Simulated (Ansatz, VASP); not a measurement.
**La2BeSe4 in VASP and in Ansatz**

The input INCAR:

```
SYSTEM = La2BeSe4
PREC = Accurate ; ENCUT = 520
EDIFF = 1E-7 ; ISMEAR = 0
SIGMA = 0.1 ; LREAL = .False.
LASPH = .True. ; NELM = 100
ALGO = Normal ; ISIF = 2
LWAVE = .False. ; LCHARG = .False.
GGA = PE ; NBANDS = 33
```

The input KPOINTS:

```
regular mesh
0
Gamma
  3 3 3
  0 0 0
```

POSCAR

```
La2BeSe4
1.0
    3.3605580500      1.9402191000      5.2089365800
   -3.3605580500      1.9402191000      5.2089365800
    0.0000000000     -3.8804381900      5.2089365800
La Be Se
2 1 4
Direct
    0.6992429800      0.6992429800      0.6992429800
    0.1240123000      0.1240123000      0.1240123000
    0.4819135000      0.4819135000      0.4819135000
    0.9449234600      0.6199022000      0.9449234600
    0.9449234600      0.9449234600      0.6199022000
    0.6199022000      0.9449234600      0.9449234600
    0.9799631100      0.9799631100      0.9799631100
```

Input for Ansatz:

```yaml
crystal:
  lattice:
    - [3.36055805, 1.9402191, 5.20893658]
    - [-3.36055805, 1.9402191, 5.20893658]
    - [0.0, -3.88043819, 5.20893658]
  atoms:
    - { symbol: La, position: [0.69924298, 0.69924298, 0.69924298] }
    - { symbol: La, position: [0.1240123, 0.1240123, 0.1240123] }
    - { symbol: Be, position: [0.4819135, 0.4819135, 0.4819135] }
    - { symbol: Se, position: [0.94492346, 0.6199022, 0.94492346] }
    - { symbol: Se, position: [0.94492346, 0.94492346, 0.6199022] }
    - { symbol: Se, position: [0.6199022, 0.94492346, 0.94492346] }
    - { symbol: Se, position: [0.97996311, 0.97996311, 0.97996311] }
basis:
  ecutwfc: 420
kpoints:
  mp_grid: { grid: [3, 3, 3] }
hamiltonian:
  xc: pbe
scf:
  occupations: { method: gaussian, width: 0.1 }
  lower_state_search: "off"
output:
  forces: true
  stress: true
  eigenvalues: true
```

Alike in both runs: task single point; functional PBE; k mesh 3 × 3 × 3; occupations gaussian, width 0.1 eV; no spin polarisation.

|  | VASP | Ansatz |
| --- | --- | --- |
| version | VASP 6.6.1 | Ansatz 0.2.0 |
| potentials or method | VASP PAW PBE potentials, release 64 (La, Be, Se), cutoff 520 eV | scalar-relativistic, plane waves, PAW |
| valence electrons in the cell | 48 | 88 |

|  | VASP | Ansatz | Ansatz less VASP |
| --- | --- | --- | --- |
| gap on the k mesh at the Fermi level (eV) | none | none | - |
| rms of the force components (eV/Å) | 5.590 | 5.504 | -0.0863 |

Atom by atom the forces differ by 0.089 eV/Å (rms over components). A gap of «none» marks a metal or a gap that the smearing closes. With one functional, cell and mesh, what is left measures potentials, basis and numerics. VASP's potentials hold 48 valence electrons a cell and Ansatz's 88, so a difference there can come from the potentials and not from the codes.

The k mesh is coarse, so the values compare programs but aren't converged. Neither program's run includes spin-orbit coupling.
